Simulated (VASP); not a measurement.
A run of VASP 6.6.1:

INCAR

```
PREC = Accurate
ENCUT = 520
EDIFF = 1E-6
ISMEAR = -1
SIGMA = 0.1
LREAL = F
LASPH = T
NELM = 100
ALGO = Normal
ISIF = 2
LWAVE = F
LCHARG = T
LDIPOL = T
IDIPOL = 3
DIPOL = 0.5 0.5 0.500
GGA = CA
LELF = T
LVHAR = T
LVACPOTAV = T
NBANDS = 13
```

KPOINTS

```
regular mesh
0
Gamma
  13 13 1
```

POSCAR

```
Mg
1.0
    3.1367078614      0.0000000000      0.0000000000
   -1.5683539307      2.7164686922      0.0000000000
    0.0000000000      0.0000000000     23.1581000000
Mg
5
Direct
    0.0000000000      0.0000000000      0.2776105540
    0.3333333333      0.6666666667      0.3891636206
    0.0000000000      0.0000000000      0.5000000000
    0.3333333333      0.6666666667      0.6108363790
    0.0000000000      0.0000000000      0.7223894462
```

Potentials or basis: VASP PAW LDA potentials, release 64 (Mg).

Run with:

```console
$ cat potpaw_LDA.64/Mg/POTCAR > POTCAR
$ mpirun -np 1 vasp_std > vasp.out
```

Hardware: 1 thread of Intel(R) Xeon(R) 6975P-C (Granite Rapids), on a shared host.

**Question.** How long does it take, and how much memory?

**Answer.** Wall time 30 s on 1 thread of Intel(R) Xeon(R) 6975P-C (Granite Rapids) (shared host), peak memory 0.25 GiB. Counts: scf iterations 18, k points 21.
